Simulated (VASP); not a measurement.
Write the native input for VASP 6.6.1 that does the following.

```yaml
Task: single point
Functional: PBEsol
Potentials_or_basis: VASP PAW PBE potentials, release 64 (F)
Cutoff: 520 eV
k_mesh: 4 × 4 × 2
Occupations: gaussian, width 0.05 eV
Spin: no spin polarisation
Dipole_correction: no
Further_INCAR_settings: ALGO = Normal; EDIFF = 1e-06; NBANDS = 22
```

The structure of F lies in POSCAR:

```
F
1.0
    3.0567715217     -1.7288244020     -0.2357645901
    3.0567715217      1.7288244020     -0.2357645901
   -2.3068415952      0.0000000000      6.9269408453
F
4
Direct
    0.0848459664      0.0848459664      0.0940038325
    0.9151540336      0.9151540336      0.9059961675
    0.5015719855      0.5015719855      0.5937195244
    0.4984280145      0.4984280145      0.4062804756
```

These files were run (other wordings do the same):

INCAR

```
PREC = Accurate
ENCUT = 520
EDIFF = 1E-6
ISMEAR = 0
SIGMA = 0.05
LREAL = F
LASPH = T
NELM = 100
ALGO = Normal
ISIF = 2
LWAVE = F
LCHARG = F
GGA = PS
NBANDS = 22
```

KPOINTS

```
Automatic mesh
0
Gamma
  4 4 2
```

Potentials or basis: VASP PAW PBE potentials, release 64 (F).

Run with:

```console
$ cat potpaw_PBE.64/F/POTCAR > POTCAR
$ mpirun -np 1 vasp_std > vasp.out
```

It gave:

The pressure is 4.0 GPa and the largest force is 2.148 eV/Å. The band gap on the k mesh is 3.45 eV, indirect (least direct gap 3.56 eV).

Caveat: the k points lie up to 0.53 Å⁻¹ apart; the PAW data sets were made with another functional, which shifts forces and pressure a little.

It took 22 s on 1 thread of Intel(R) Xeon(R) Platinum 8175M CPU @ 2.50GHz (Skylake/Cascade Lake), with other jobs on the host, peak memory 0.18 GiB.
